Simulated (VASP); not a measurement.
# BaTe (Fm-3m) in VASP: a series of runs, part 2 of 2

VASP 6.6.1. The steps go on from the part before.

## 4. Vibrations by perturbation theory, PBEsol

This run uses another cell than the first one, of 41.83 Å³/atom.

INCAR

```
PREC = Accurate
ENCUT = 520
EDIFF = 1E-8
ISMEAR = 0
SIGMA = 0.01
LREAL = False
LASPH = True
NELM = 80
ALGO = Normal
ISIF = 2
LWAVE = False
LCHARG = False
GGA = PS
IBRION = 8
NSW = 1
LEPSILON = True
```

KPOINTS

```
Automatic mesh
0
Gamma
  6 6 6
```

POSCAR

```
BaTe
1.0
    0.0000000000      3.4713969038      3.4713969038
    3.4713969038      0.0000000000      3.4713969038
    3.4713969038      3.4713969038      0.0000000000
Ba Te
1 1
Direct
    0.0000000000      0.0000000000      0.0000000000
    0.5000000000      0.5000000000      0.5000000000
```

Potentials or basis: VASP PAW PBE potentials, release 64 (Ba_sv, Te).

Launch:

```console
> cat potpaw_PBE.64/Ba_sv/POTCAR potpaw_PBE.64/Te/POTCAR > POTCAR
> mpirun -np 1 vasp_std > vasp.out
```

OUTCAR:

```text
PREC = Accurate
   ENCUT = 520
   EDIFF = 1E-8
   ISMEAR = 0
   LREAL = False
   LASPH = True
   NELM = 80
   ISIF = 2
   GGA = PS
   IBRION = 8
   NSW = 1
   LEPSILON = True

 ion  position               nearest neighbor table
   1  0.000  0.000  0.000-   2 3.47   2 3.47   2 3.47   2 3.47   2 3.47   2 3.47
   2  0.500  0.500  0.500-   1 3.47   1 3.47   1 3.47   1 3.47   1 3.47   1 3.47

  LATTYP: Found a face centered cubic cell.
 ALAT       =     6.9427938076

  Lattice vectors:

 A1 = (   0.0000000000,   3.4713969038,   3.4713969038)
 A2 = (   3.4713969038,   0.0000000000,   3.4713969038)
 A3 = (   3.4713969038,   3.4713969038,   0.0000000000)

Analysis of symmetry for initial positions (statically):
=====================================================================
 Subroutine PRICEL returns:
 Original cell was already a primitive cell.

[... 529 lines left out ...]

 SECOND DERIVATIVES (NOT SYMMETRIZED)
 ------------------------------------
               1X          1Y          1Z          2X          2Y          2Z
  1X    -2.315221    0.000000    0.000000    2.315221    0.000000    0.000000
  1Y     0.000000   -2.315221    0.000000    0.000000    2.315221    0.000000
  1Z     0.000000    0.000000   -2.315221    0.000000    0.000000    2.315221
  2X     2.319003    0.000000    0.000000   -2.319003    0.000000    0.000000
  2Y     0.000000    2.319003    0.000000    0.000000   -2.319003    0.000000
  2Z     0.000000    0.000000    2.319003    0.000000    0.000000   -2.319003

 Eigenvectors and eigenvalues of the dynamical matrix
 ----------------------------------------------------

   1 f  =    2.926110 THz    18.385288 2PiTHz   97.604508 cm-1    12.101411 meV
             X         Y         Z           dx          dy          dz
      0.000000  0.000000  0.000000     0.000000    0.000000   -0.693711
      3.471397  3.471397  3.471397     0.000000    0.000000    0.720254
[... 21 lines left out ...]
   6 f/i=    0.001193 THz     0.007495 2PiTHz    0.039792 cm-1     0.004934 meV
             X         Y         Z           dx          dy          dz
      0.000000  0.000000  0.000000     0.004946    0.062410    0.717528
      3.471397  3.471397  3.471397     0.004764    0.060110    0.691085

--------------------------------------------------------------------------------------------------------

 MACROSCOPIC STATIC DIELECTRIC TENSOR IONIC CONTRIBUTION
 ------------------------------------------------------
           6.472411     0.000000     0.000000
           0.000000     6.472411     0.000000
           0.000000     0.000000     6.472411
 ------------------------------------------------------

 ELASTIC MODULI CONTR FROM IONIC RELAXATION (kBar)
 Direction    XX          YY          ZZ          XY          YZ          ZX
 --------------------------------------------------------------------------------
 XX           0.0000      0.0000      0.0000      0.0000      0.0000      0.0000
 YY           0.0000      0.0000      0.0000      0.0000      0.0000      0.0000
 ZZ           0.0000      0.0000      0.0000      0.0000      0.0000      0.0000
 XY           0.0000      0.0000      0.0000      0.0000      0.0000      0.0000
 YZ           0.0000      0.0000      0.0000      0.0000      0.0000      0.0000
 ZX           0.0000      0.0000      0.0000      0.0000      0.0000      0.0000
 --------------------------------------------------------------------------------

 PIEZOELECTRIC TENSOR IONIC CONTR  for field in x, y, z        (C/m^2)
          XX          YY          ZZ          XY          YZ          ZX
  --------------------------------------------------------------------------------
  x     0.00000     0.00000     0.00000     0.00000     0.00000     0.00000
  y     0.00000     0.00000     0.00000     0.00000     0.00000     0.00000
  z     0.00000     0.00000     0.00000     0.00000     0.00000     0.00000
```

stdout:

```text
POSCAR found type information on POSCAR BaTe
 POSCAR found :  2 types and       2 ions
 scaLAPACK will be used
 -----------------------------------------------------------------------------
|                                                                             |
|                                                                             |
|     You enforced a specific xc type in the INCAR file but a different       |
[... 39 lines left out ...]
 force on displaced ion       1 direction 1 :  -2.315   0.000   0.000
 Born effective charge ion    1 direction 1 :   2.617   0.000   0.000
 Linear response progress:
 first order change of Fermi-energy   0.28215E-03
 force on displaced ion       2 direction 1 :  -2.319   0.000   0.000
 Born effective charge ion    2 direction 1 :  -2.650   0.000   0.000
 Born effective charges drift removed
 Linear response finished
```

It took 4.1 min on 1 thread of Intel Xeon 6975P-C (Granite Rapids), shared host; peak memory 0.34 GiB.

What came out:

| Item | Value |
| --- | --- |
| Electronic dielectric tensor (diagonal) | 6.58 |
| Born charges (mean of the diagonal) | Ba +2.63; Te -2.63 e |
| Highest phonon frequency at Γ, LO-TO splitting left out | 98 cm⁻¹ |

Phonon frequencies in cm⁻¹ (negative: imaginary):
```tsv
q point	frequencies
(0.000, 0.000, 0.000)	0 0 0 98 98 98
```

Electronic dielectric tensor:
```
6.58 0.00 0.00
0.00 6.58 0.00
0.00 0.00 6.58
```

Born effective charge tensors (e):
atom 1, Ba
```
2.63 0.00 0.00
0.00 2.63 0.00
0.00 0.00 2.63
```
atom 2, Te
```
-2.63  0.00  0.00
 0.00 -2.63  0.00
 0.00  0.00 -2.63
```

Caveat: the PAW data sets were made with another functional, which shifts forces and pressure a little; spin-orbit coupling is left out, which moves the levels of the heavy elements.

## 5. Vibrations by perturbation theory, PBEsol

This run uses another cell than the first one, of 41.83 Å³/atom.

INCAR

```
SYSTEM = BaTe
PREC     = Accurate       ! precision mode
ENCUT    = 520            ! plane-wave cutoff, eV
EDIFF    = 1E-8           ! SCF threshold, eV
ISMEAR   = 0              ! smearing method
SIGMA    = 0.01           ! smearing width, eV
LREAL    = .FALSE.        ! projectors in reciprocal space
LASPH    = .TRUE.         ! aspherical terms in the spheres
NELM     = 100            ! most SCF steps
ALGO     = Normal         ! electronic algorithm
ISIF     = 2              ! what is computed and relaxed
LWAVE    = .FALSE.        ! write WAVECAR
LCHARG   = .FALSE.        ! write CHGCAR
GGA      = PS             ! functional
NBANDS   = 15             ! bands
IBRION   = 8              ! ionic algorithm
NSW      = 1              ! ionic steps
```

KPOINTS

```
Automatic mesh
0
G
  6 6 6
  0 0 0
```

POSCAR is that of step 4.

Potentials or basis: VASP PAW PBE potentials, release 64 (Ba_sv, Te).

Launch:

```console
> cat potpaw_PBE.64/Ba_sv/POTCAR potpaw_PBE.64/Te/POTCAR > POTCAR
> mpirun -np 1 vasp_std > vasp.out
```

OUTCAR:

```text
SYSTEM = BaTe
   PREC = Accurate
   ENCUT = 520
   EDIFF = 1E-8
   ISMEAR = 0
   LREAL = .FALSE.
   LASPH = .TRUE.
   NELM = 100
   ISIF = 2
   GGA = PS
   IBRION = 8
   NSW = 1

 ion  position               nearest neighbor table
   1  0.000  0.000  0.000-   2 3.47   2 3.47   2 3.47   2 3.47   2 3.47   2 3.47
   2  0.500  0.500  0.500-   1 3.47   1 3.47   1 3.47   1 3.47   1 3.47   1 3.47

  LATTYP: Found a face centered cubic cell.
 ALAT       =     6.9427938076
[... 536 lines left out ...]
               1X          1Y          1Z          2X          2Y          2Z
  1X    -2.315135    0.000000    0.000000    2.315135    0.000000    0.000000
  1Y     0.000000   -2.315135    0.000000    0.000000    2.315135    0.000000
  1Z     0.000000    0.000000   -2.315135    0.000000    0.000000    2.315135
  2X     2.318861    0.000000    0.000000   -2.318861    0.000000    0.000000
  2Y     0.000000    2.318861    0.000000    0.000000   -2.318861    0.000000
  2Z     0.000000    0.000000    2.318861    0.000000    0.000000   -2.318861

 Eigenvectors and eigenvalues of the dynamical matrix
 ----------------------------------------------------

   1 f  =    2.926037 THz    18.384832 2PiTHz   97.602086 cm-1    12.101111 meV
             X         Y         Z           dx          dy          dz
      0.000000  0.000000  0.000000    -0.580298    0.331937   -0.185238
      3.471397  3.471397  3.471397     0.602494   -0.344634    0.192323
[... 21 lines left out ...]
   6 f/i=    0.001176 THz     0.007386 2PiTHz    0.039212 cm-1     0.004862 meV
             X         Y         Z           dx          dy          dz
      0.000000  0.000000  0.000000    -0.031270   -0.172690    0.698541
      3.471397  3.471397  3.471397    -0.030118   -0.166328    0.672806

--------------------------------------------------------------------------------------------------------

 ELASTIC MODULI CONTR FROM IONIC RELAXATION (kBar)
 Direction    XX          YY          ZZ          XY          YZ          ZX
 --------------------------------------------------------------------------------
 XX           0.0000      0.0000      0.0000      0.0000      0.0000      0.0000
 YY           0.0000      0.0000      0.0000      0.0000      0.0000      0.0000
 ZZ           0.0000      0.0000      0.0000      0.0000      0.0000      0.0000
 XY           0.0000      0.0000      0.0000      0.0000      0.0000      0.0000
 YZ           0.0000      0.0000      0.0000      0.0000      0.0000      0.0000
 ZX           0.0000      0.0000      0.0000      0.0000      0.0000      0.0000
 --------------------------------------------------------------------------------
```

Run time: 84 s. Hardware: 1 thread of Intel Xeon 6975P-C (Granite Rapids), shared host; peak memory 0.34 GiB.

Results:

* Highest phonon frequency at Γ, LO-TO splitting left out: 98 cm⁻¹

Phonon frequencies in cm⁻¹ (negative: imaginary):
```csv
q point,frequencies
"(0.000, 0.000, 0.000)",0 0 0 98 98 98
```

Caveat: the PAW data sets were made with another functional, which shifts forces and pressure a little; spin-orbit coupling is left out, which moves the levels of the heavy elements.

## 6. Vibrations by perturbation theory, PBEsol (42.67 Å³/atom)

This run uses another cell than the first one, of 42.67 Å³/atom.

INCAR

```
SYSTEM = BaTe
PREC = Accurate ; ENCUT = 520
EDIFF = 1E-8 ; ISMEAR = 0
SIGMA = 0.01 ; LREAL = .FALSE.
LASPH = .TRUE. ; NELM = 60
ALGO = Normal ; ISIF = 2
LWAVE = .FALSE. ; LCHARG = .FALSE.
GGA = PS ; NBANDS = 15
IBRION = 8 ; NSW = 1
```

KPOINTS

```
regular mesh
0
G
  6 6 6
  0 0 0
```

POSCAR

```
BaTe
1.0
    0.0000000000      3.4943869572      3.4943869572
    3.4943869572      0.0000000000      3.4943869572
    3.4943869572      3.4943869572      0.0000000000
Ba Te
1 1
Direct
    0.0000000000      0.0000000000      0.0000000000
    0.5000000000      0.5000000000      0.5000000000
```

Potentials or basis: VASP PAW PBE potentials, release 64 (Ba_sv, Te).

Launch:

```console
> cat potpaw_PBE.64/Ba_sv/POTCAR potpaw_PBE.64/Te/POTCAR > POTCAR
> mpirun -np 1 vasp_std > vasp.out
```

OUTCAR:

```text
SYSTEM = BaTe
   PREC = Accurate
   ENCUT = 520
   EDIFF = 1E-8
   ISMEAR = 0
   LREAL = .FALSE.
   LASPH = .TRUE.
   NELM = 60
   ISIF = 2
   GGA = PS
   IBRION = 8
   NSW = 1

 ion  position               nearest neighbor table
   1  0.000  0.000  0.000-   2 3.49   2 3.49   2 3.49   2 3.49   2 3.49   2 3.49
   2  0.500  0.500  0.500-   1 3.49   1 3.49   1 3.49   1 3.49   1 3.49   1 3.49

  LATTYP: Found a face centered cubic cell.
 ALAT       =     6.9887739144

  Lattice vectors:

 A1 = (   0.0000000000,   3.4943869572,   3.4943869572)
 A2 = (   3.4943869572,   0.0000000000,   3.4943869572)
 A3 = (   3.4943869572,   3.4943869572,   0.0000000000)

Analysis of symmetry for initial positions (statically):
=====================================================================
 Subroutine PRICEL returns:
 Original cell was already a primitive cell.

 Routine SETGRP: Setting up the symmetry group for a
 face centered cubic supercell.

 Subroutine GETGRP returns: Found 48 space group operations
 (whereof 48 operations were pure point group operations)
 out of a pool of 48 trial point group operations.

The static configuration has the point symmetry O_h .

Analysis of symmetry for dynamics (positions and initial velocities):
=====================================================================
 Subroutine PRICEL returns:
 Original cell was already a primitive cell.

 Routine SETGRP: Setting up the symmetry group for a
 face centered cubic supercell.

 Subroutine GETGRP returns: Found 48 space group operations
 (whereof 48 operations were pure point group operations)
[... 463 lines left out ...]
    total drift:                                0.000000     -0.000000     -0.000000

  FREE ENERGIE OF THE ION-ELECTRON SYSTEM (eV)
  ---------------------------------------------------
  free  energy   TOTEN  =        -9.1907755684 eV

  energy  without entropy=       -9.1907755684  energy(sigma->0) =       -9.19077557

[... ionic steps 2 to 3 ...]

--------------------------------------- Ionic step        4  -------------------------------------------

------------------------ aborting loop because EDIFF is reached ----------------------------------------

[... ionic steps 5 to 6 ...]

--------------------------------------- Ionic step        7  -------------------------------------------

 Free energy of the ion-electron system (eV)
  ---------------------------------------------------
  ---------------------------------------------------
  free energy    TOTEN  =        -0.05253529 eV

  energy without entropy =       -0.05253529

------------------------ aborting loop because EDIFF is reached ----------------------------------------

 INTERNAL STRAIN TENSOR  FOR ION    2  DIRECTION 1   (eV/Angst):
 -----------------------------------------------------------------------------
    -0.01774  0.00000 -0.00000
     0.00000  0.00505  0.00000
    -0.00000  0.00000  0.00505

 INTERNAL STRAIN TENSOR FOR ION    2 for displacements in x,y,z  (eV/Angst):
          X           Y           Z          XY          YZ          ZX
  --------------------------------------------------------------------------------
  x     0.00000     0.00000     0.00000     0.00000     0.00000     0.00000
  y     0.00000     0.00000     0.00000     0.00000     0.00000     0.00000
  z     0.00000     0.00000     0.00000     0.00000     0.00000     0.00000

 SECOND DERIVATIVES (NOT SYMMETRIZED)
 ------------------------------------
               1X          1Y          1Z          2X          2Y          2Z
  1X    -2.126576    0.000000    0.000000    2.126576    0.000000    0.000000
  1Y     0.000000   -2.126576    0.000000    0.000000    2.126576    0.000000
  1Z     0.000000    0.000000   -2.126576    0.000000    0.000000    2.126576
  2X     2.128588    0.000000    0.000000   -2.128588    0.000000    0.000000
  2Y     0.000000    2.128588    0.000000    0.000000   -2.128588    0.000000
  2Z     0.000000    0.000000    2.128588    0.000000    0.000000   -2.128588

 Eigenvectors and eigenvalues of the dynamical matrix
 ----------------------------------------------------

   1 f  =    2.803867 THz    17.617218 2PiTHz   93.526946 cm-1    11.595858 meV
             X         Y         Z           dx          dy          dz
      0.000000  0.000000  0.000000     0.534921    0.370086   -0.241456
      3.494387  3.494387  3.494387    -0.555198   -0.384115    0.250609
[... 21 lines left out ...]
   6 f/i=    0.000662 THz     0.004163 2PiTHz    0.022098 cm-1     0.002740 meV
             X         Y         Z           dx          dy          dz
      0.000000  0.000000  0.000000    -0.173949    0.533746   -0.451055
      3.494387  3.494387  3.494387    -0.167596    0.514253   -0.434582

--------------------------------------------------------------------------------------------------------

 ELASTIC MODULI CONTR FROM IONIC RELAXATION (kBar)
 Direction    XX          YY          ZZ          XY          YZ          ZX
 --------------------------------------------------------------------------------
 XX           0.0000      0.0000      0.0000      0.0000      0.0000      0.0000
 YY           0.0000      0.0000      0.0000      0.0000      0.0000      0.0000
 ZZ           0.0000      0.0000      0.0000      0.0000      0.0000      0.0000
 XY           0.0000      0.0000      0.0000      0.0000      0.0000      0.0000
 YZ           0.0000      0.0000      0.0000      0.0000      0.0000      0.0000
 ZX           0.0000      0.0000      0.0000      0.0000      0.0000      0.0000
 --------------------------------------------------------------------------------
```

Wall time 86 s (1 thread of Intel Xeon 6975P-C (Granite Rapids), shared host); peak memory 0.33 GiB.

Results:

```yaml
Highest_phonon_frequency_at_Γ_LO-TO_splitting_left_out: 94 cm⁻¹
```

Phonon frequencies in cm⁻¹ (negative: imaginary):
```
              q point     frequencies
(0.000, 0.000, 0.000)  0 0 0 94 94 94
```

Caveat: the PAW data sets were made with another functional, which shifts forces and pressure a little; spin-orbit coupling is left out, which moves the levels of the heavy elements.
